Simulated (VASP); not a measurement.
# Zn6CO6F2 in VASP: further runs, part 3 of 3

VASP 6.6.1.

### 5 Single point, PBE

The input, INCAR:

```
SYSTEM = Zn6CO6F2
PREC     = Accurate       ! precision mode
ENCUT    = 1010           ! plane-wave cutoff, eV
EDIFF    = 1E-6           ! SCF threshold, eV
ISMEAR   = 0              ! smearing method
SIGMA    = 0.02           ! smearing width, eV
LREAL    = Auto         
LASPH    = .TRUE.         ! aspherical terms in the spheres
NELM     = 120            ! most SCF steps
ALGO     = Normal         ! electronic algorithm
ISIF     = 2              ! what is computed and relaxed
LWAVE    = .FALSE.        ! write WAVECAR
LCHARG   = .FALSE.        ! write CHGCAR
GGA      = PE             ! functional
NBANDS   = 76             ! bands
GGA_COMPAT= .FALSE.      
NELMDL   = -8
```

The input, KPOINTS:

```
regular mesh
0
G
  2 2 1
  0 0 0
```

The input, POSCAR:

```
Zn6CO6F2
1.0
    5.8041020000      0.0000000000      0.0000000000
   -2.9020510000      5.4880210000      0.0000000000
    0.0000000000      0.0000000000     17.5870760000
Zn O C F
6 6 1 2
Direct
    0.3333333908      0.0000000000      0.0568598782
    0.3418748262      0.4754690261      0.0835162707
    0.8872312699      0.0496947807      0.1236195261
    0.8825927574      0.5340427815      0.1427258858
    0.3402254722      0.0713889397      0.2099248903
    0.4400703019      0.6046957546      0.2358476759
    0.1632725812      0.6645588638      0.0702672235
    0.1425304864      0.1653783759      0.0360491989
    0.6611361929      0.6967954386      0.1445158934
    0.6308874823      0.1764408336      0.1364119880
    0.0790185879      0.7452801292      0.2422104732
    0.1888431122      0.2783285632      0.1941945893
    0.2074430653      0.6868031299      0.2979283196
    0.3173162419      0.8878757935      0.3476890075
    0.0258792377      0.4983863947      0.3404274252
```

Potentials or basis: VASP PAW PBE potentials, release 64 (Zn, O_h, C_h, F_h).

The run is started by

```bash
> cat potpaw_PBE.64/Zn/POTCAR potpaw_PBE.64/O_h/POTCAR potpaw_PBE.64/C_h/POTCAR potpaw_PBE.64/F_h/POTCAR > POTCAR
> mpirun -np 1 vasp_std > vasp.out
```

OUTCAR:

```text
SYSTEM = Zn6CO6F2
   PREC = Accurate
   ENCUT = 1010
   EDIFF = 1E-6
   ISMEAR = 0
   LREAL = Auto
   LASPH = .TRUE.
   NELM = 120
   ISIF = 2
   GGA = PE
   NELMDL = -8

 ion  position               nearest neighbor table
   1  0.333  0.000  0.057-   7 1.86   8 1.86  10 2.09   5 2.73   2 2.97   3 2.99
   2  0.342  0.475  0.084-   7 1.91   8 1.91   9 2.02  12 2.25   6 2.78   3 2.82   1 2.97   4 3.04

   3  0.887  0.050  0.124-   9 1.99  10 1.99   8 2.02  12 2.07   2 2.82   5 2.98   1 2.99   4 3.04

   4  0.883  0.534  0.143-   7 1.92   9 1.97  10 2.01  11 2.16   2 3.04   3 3.04
   5  0.340  0.071  0.210-  12 1.89  11 1.96  10 1.98   1 2.73   3 2.98
   6  0.440  0.605  0.236-   9 1.97  13 1.98  12 2.00   2 2.78
   7  0.163  0.665  0.070-   1 1.86   2 1.91   4 1.92
   8  0.143  0.165  0.036-   1 1.86   2 1.91   3 2.02
   9  0.661  0.697  0.145-   6 1.97   4 1.97   3 1.99   2 2.02
  10  0.631  0.176  0.136-   5 1.98   3 1.99   4 2.01   1 2.09
  11  0.079  0.745  0.242-  13 1.38   5 1.96   4 2.16
  12  0.189  0.278  0.194-   5 1.89   6 2.00   3 2.07   2 2.25
  13  0.207  0.687  0.298-  15 1.37  11 1.38  14 1.41   6 1.98
  14  0.317  0.888  0.348-  13 1.41
  15  0.026  0.498  0.340-  13 1.37

  LATTYP: Found a base centered orthorhombic cell.
 ALAT       =     5.8041020000
 B/A-ratio  =     1.8910835819
 C/A-ratio  =     3.0301114625

  Lattice vectors:

 A1 = (   2.9020510000,  -5.4880210000,   0.0000000000)
 A2 = (   2.9020510000,   5.4880210000,   0.0000000000)
 A3 = (   0.0000000000,   0.0000000000,  17.5870760000)

Analysis of symmetry for initial positions (statically):
=====================================================================
 Subroutine PRICEL returns:
 Original cell was already a primitive cell.

 Routine SETGRP: Setting up the symmetry group for a
 base centered orthorhombic supercell.

 Subroutine GETGRP returns: Found  1 space group operations
 (whereof  1 operations were pure point group operations)
 out of a pool of  8 trial point group operations.

The static configuration has the point symmetry C_1 .

Analysis of symmetry for dynamics (positions and initial velocities):
=====================================================================
 Subroutine PRICEL returns:
 Original cell was already a primitive cell.

 Routine SETGRP: Setting up the symmetry group for a
 base centered orthorhombic supercell.

 Subroutine GETGRP returns: Found  1 space group operations
 (whereof  1 operations were pure point group operations)
 out of a pool of  8 trial point group operations.

The dynamic configuration has the point symmetry C_1 .

 Subroutine INISYM returns: Found  1 space group operations
 (whereof  1 operations are pure point group operations),
 and found     1 'primitive' translations

----------------------------------------------------------------------------------------

                                     Primitive cell

  volume of cell :     560.2017

  direct lattice vectors                    reciprocal lattice vectors
     5.804102000  0.000000000  0.000000000     0.172291941  0.091107523  0.000000000
    -2.902051000  5.488021000  0.000000000     0.000000000  0.182215046  0.000000000
     0.000000000  0.000000000 17.587076000     0.000000000  0.000000000  0.056859935
[... 77 lines left out ...]
   NGX,Y,Z   is equivalent  to a cutoff of  17.19, 17.14, 18.15 a.u.
   NGXF,Y,Z  is equivalent  to a cutoff of  34.37, 34.28, 36.30 a.u.
 SYSTEM =  Zn6CO6F2
   PREC   = accura    normal or accurate (medium, high low for compatibility)
   ISTART =      0    job   : 0-new  1-cont  2-samecut
   ICHARG =      2    charge: 1-file 2-atom 10-const
   ISPIN  =      1    spin polarized calculation?
   LNONCOLLINEAR =      F non collinear calculations
   LSORBIT =      F    spin-orbit coupling
   LASPH  =      T    aspherical Exc in radial PAW
   ENCUT  = 1010.0 eV  74.23 Ry    8.62 a.u.  15.04 16.09 45.57*2*pi/ulx,y,z
   NELM   =    120;   NELMIN=  2; NELMDL= -8     # of ELM steps
   EDIFF  = 0.1E-05   stopping-criterion for ELM
   LREAL  =      T    real-space projection
   EDIFFG = 0.1E-04   stopping-criterion for IOM
   NSW    =      0    number of steps for IOM
   IBRION =     -1    ionic relax: 0-MD 1-quasi-New 2-CG
   NFREE  =      0    steps in history (QN), initial steepest desc. (CG)
   ISIF   =      2    stress and relaxation
   ISYM   =      2    0-nonsym 1-usesym 2-fastsym
   POTIM  = 0.5000    time-step for ionic-motion
   TEBEG  =    0.0;   TEEND  =   0.0 temperature during run
   PSTRESS=    0.0 pullay stress
   NELECT =     126.0000    total number of electrons
   NUPDOWN=      -1.0000    fix difference up-down
   EMIN   =  10.00;   EMAX   =-10.00  energy-range for DOS
   EFERMI =   0.00;   METHOD = LEGACY
   ISMEAR =     0;   SIGMA  =   0.02  broadening in eV -4-tet -1-fermi 0-gaus
   EFERMI_NEDOS =   21; number of points for ismear=-14 and -15
   IALGO  =     38    algorithm
   IMIX   =      4    mixing-type and parameters
     AMIX     =   0.40;   BMIX     =  1.00
     AMIX_MAG =   1.60;   BMIX_MAG =  1.00
  volume/ion in A,a.u.               =      37.35       252.03
  Fermi-wavevector in a.u.,A,eV,Ry     =   0.995597  1.881405 13.486274  0.991213
  Thomas-Fermi vector in A             =   2.127628
   LORBIT       =      0    0 simple, 1 ext, 2 COOP (PROOUT), +10 PAW based schemes
   GGA     = PE    functional components
   LHFCALC =     F    Hartree Fock is set to
   AEXX    =    0.0000 exact exchange contribution
   IVDW    =     0    specifies the selected vdW correction
   LEPSILON=     F    determine dielectric tensor
   LRPA    =     F    only Hartree local field effects (RPA)
 non-spin polarized calculation
 Gauss-broadening in eV      SIGMA  =   0.02
  energy-cutoff  :     1010.00
  volume of cell :      560.20
 maximum number of plane-waves:     40868
   NGX = 31   NGY = 33   NGZ = 91

 number of electron     126.0000011 magnetization

 Free energy of the ion-electron system (eV)
  ---------------------------------------------------
  ext. energy  EPLUGINS =         0.00000000
  ---------------------------------------------------
  free energy    TOTEN  =       -66.04556060 eV

  energy without entropy =      -66.04556060  energy(sigma->0) =      -66.04556060

 E-fermi :  -3.5778     XC(G=0):  -4.1066

 val. band max:       -3.7666785369   @ k =   0.5000  -0.0000   0.0000
 cond. band min:      -2.3351054083   @ k =   0.0000   0.0000   0.0000
 fundamental gap:      1.4315731285
 Fermi energy:        -3.5777831555

 k-point     1 :       0.0000    0.0000    0.0000
  band No.  band energies     occupation
      1     -29.2266      2.00000
      2     -27.6663      2.00000
      3     -23.5595      2.00000
      4     -21.7573      2.00000
      5     -21.3562      2.00000
      6     -20.8727      2.00000
[... 301 lines left out ...]
     74       3.4832      0.00000
     75       3.6914      0.00000
 [bands above 75 left out]

------------------------ aborting loop because EDIFF is reached ----------------------------------------

  FORCE on cell =-STRESS in cart. coord.  units (eV):
  Direction    XX          YY          ZZ          XY          YZ          ZX
  --------------------------------------------------------------------------------------
  -------------------------------------------------------------------------------------
  Total        3.4499758      3.0257924      0.7845728     -5.4053820      0.4441566      0.5200974
  in kB        9.8669333      8.6537684      2.2438788    -15.4593963      1.2702881      1.4874788
  external PRESSURE =       6.9215268 kB  Pullay stress =       0.0000000 kB

 VOLUME and BASIS-vectors are now :
 -----------------------------------------------------------------------------
  energy-cutoff  :     1010.00
  volume of cell :      560.20
      direct lattice vectors                 reciprocal lattice vectors
     5.804102000  0.000000000  0.000000000     0.172291941  0.091107523  0.000000000
    -2.902051000  5.488021000  0.000000000     0.000000000  0.182215046  0.000000000
     0.000000000  0.000000000 17.587076000     0.000000000  0.000000000  0.056859935

 POSITION                                       TOTAL-FORCE (eV/Angst)
 -----------------------------------------------------------------------------------
      1.93470      0.00000      1.00000        -0.084952     -0.046087     -0.014282
      0.60444      2.60938      1.46881         0.054922      0.001005     -0.008923
      5.00536      0.27273      2.17411         0.013800     -0.017389     -0.019606
      3.57284      2.93084      2.51013         0.017187     -0.021854      0.029781
      1.76753      0.39178      3.69196         0.013448     -0.015464      0.034350
      0.79936      3.31858      4.14787        -0.004002      0.025045      0.045170
     -0.98093      3.64711      1.23580        -0.011709     -0.000498     -0.044055
      0.34733      0.90760      0.63400        -0.047907     -0.022921     -0.123112
      1.81517      3.82403      2.54161         0.015362      0.025407     -0.037476
      3.14970      0.96831      2.39909         0.001743      0.003562     -0.002624
     -1.70421      4.09011      4.25977        -0.009697     -0.047939      0.072776
      0.28834      1.52747      3.41532        -0.069142      0.015285     -0.006627
     -0.78912      3.76919      5.23969        -0.013285      0.001471     -0.044278
     -0.73493      4.87268      6.11483         0.106259      0.097825      0.049636
     -1.29614      2.73516      5.98712         0.017974      0.002551      0.069268
 -----------------------------------------------------------------------------------
    total drift:                               -0.005162     -0.004546      0.002165

  FREE ENERGIE OF THE ION-ELECTRON SYSTEM (eV)
  ---------------------------------------------------
  free  energy   TOTEN  =       -66.0455606036 eV

  energy  without entropy=      -66.0455606036  energy(sigma->0) =      -66.04556060
```

Wall time 18 min (1 thread of AMD EPYC 9R45 (Zen 5), shared host); peak memory 1.4 GiB.

What came out:

| Quantity | Value |
| --- | --- |
| Free energy | -66.0456 eV |
| Largest force | 0.153 eV/Å |
| Band gap on the k mesh | 1.43 eV (least direct gap 1.62 eV) |

Forces in eV/Å, atoms in the order of the input:
```
Zn  -0.085 -0.046 -0.014
Zn   0.055  0.001 -0.009
Zn   0.014 -0.017 -0.020
Zn   0.017 -0.022  0.030
Zn   0.013 -0.015  0.034
Zn  -0.004  0.025  0.045
O   -0.012  0.000 -0.044
O   -0.048 -0.023 -0.123
O    0.015  0.025 -0.037
O    0.002  0.004 -0.003
O   -0.010 -0.048  0.073
O   -0.069  0.015 -0.007
C   -0.013  0.001 -0.044
F    0.106  0.098  0.050
F    0.018  0.003  0.069
```

Caveat: the k points lie up to 0.61 Å⁻¹ apart; there is no dipole correction, which matters where the two faces differ.

### 6 Single point, PBE

The input, INCAR:

```
PREC = Accurate ; ENCUT = 1010
EDIFF = 1E-6 ; ISMEAR = 0
SIGMA = 0.02 ; LREAL = Auto
LASPH = True ; NELM = 120
ALGO = Normal ; ISIF = 2
LWAVE = False ; LCHARG = True
GGA = PE ; LELF = True
LVHAR = True ; NBANDS = 76
GGA_COMPAT = False ; NELMDL = -8
```

The input, KPOINTS:

```
Automatic mesh
0
Gamma
  2 2 1
```

The input, POSCAR:

```
Zn6CO6F2
1.0
    5.8041020000      0.0000000000      0.0000000000
   -2.9020510000      5.4880210000      0.0000000000
    0.0000000000      0.0000000000     17.5870760000
Zn O C F
6 6 1 2
Direct
    0.3333333908      0.0000000000      0.0568599351
    0.3501796480      0.4762443511      0.0740398233
    0.8852213004      0.0527853301      0.1052682663
    0.8573176067      0.5053346188      0.1182229496
    0.2759255457      0.0921251941      0.2325090879
    0.4689725513      0.6363718360      0.2237618692
    0.1687506960      0.6630563185      0.0638837860
    0.1511868283      0.1669842371      0.0257580623
    0.6814342080      0.7025392213      0.1329613291
    0.6298264291      0.1653078587      0.1239893999
    0.1128335919      0.7692248262      0.2730640386
    0.2002981390      0.3094607327      0.1841953148
    0.3194725631      0.7625725193      0.3010269587
    0.5272838447      1.0571038267      0.3095115982
    0.2905567211      0.6880536718      0.3738972300
```

Potentials or basis: VASP PAW PBE potentials, release 64 (Zn, O_h, C_h, F_h).

The run is started by

```bash
> cat potpaw_PBE.64/Zn/POTCAR potpaw_PBE.64/O_h/POTCAR potpaw_PBE.64/C_h/POTCAR potpaw_PBE.64/F_h/POTCAR > POTCAR
> mpirun -np 1 vasp_std > vasp.out
```

Run time: 27 min. Hardware: 1 thread of Intel Xeon Platinum 8488C (Sapphire Rapids), shared host; peak memory 1.5 GiB.

The run converged. Its results:

- Free energy: -65.9700 eV
- Largest force: 0.229 eV/Å
- Band gap on the k mesh: 1.73 eV

Forces in eV/Å, atoms in the order of the input:
```
Zn   0.015  0.071  0.013
Zn   0.039 -0.003  0.010
Zn   0.036  0.019  0.056
Zn   0.002 -0.021 -0.011
Zn   0.214  0.059  0.054
Zn  -0.078  0.037  0.140
O    0.020 -0.032 -0.058
O   -0.046  0.026 -0.135
O    0.037  0.024 -0.061
O   -0.087 -0.036  0.088
O    0.067 -0.133  0.079
O   -0.099 -0.032 -0.040
C   -0.114 -0.072 -0.140
F   -0.007  0.113 -0.068
F    0.001 -0.019  0.072
```

Levels at points of the mesh, in eV from the valence-band top:
```tsv
k point	band 59	band 60	band 61	band 62	band 63	band 64	band 65	band 66	band 67	band 68
(0.00, 0.00, 0.00)	-0.97	-0.78	-0.49	-0.12	0.00	1.73	3.95	4.67	4.98	5.12
(0.50, 0.00, 0.00)	-0.84	-0.73	-0.40	-0.34	-0.01	3.54	3.64	4.25	4.68	5.22
(0.50, 0.50, 0.00)	-0.99	-0.85	-0.65	-0.46	-0.09	3.16	3.85	4.19	4.80	5.24
(0.00, 0.50, 0.00)	-1.16	-0.68	-0.55	-0.41	-0.23	3.25	3.63	4.18	4.74	5.40
```

Caveat: the k points lie up to 0.61 Å⁻¹ apart; there is no dipole correction, which matters where the two faces differ.

### 7 The runs side by side

| cell | gap on the mesh (eV) | largest force (eV/Å) |
| --- | --- | --- |
| as given, atomic positions A | 1.81 | 0.13 |
| as given, atomic positions B | 1.79 | 0.15 |
| as given, atomic positions C | 1.41 | 0.10 |
| as given, atomic positions D | 1.43 | 0.15 |
| as given, atomic positions E | 1.73 | 0.23 |

Alike in all rows: task single point; level PBE; potentials or basis VASP PAW PBE potentials, release 64 (Zn, O_h, C_h, F_h); no spin polarisation; k mesh 2 × 2 × 1; cutoff (eV) 1010; smearing gaussian 0.02 eV.

Caveats: all runs use coarse meshes; there is no dipole correction, which matters where the two faces differ.

Absolute energies hang on the potentials; compare differences alone.
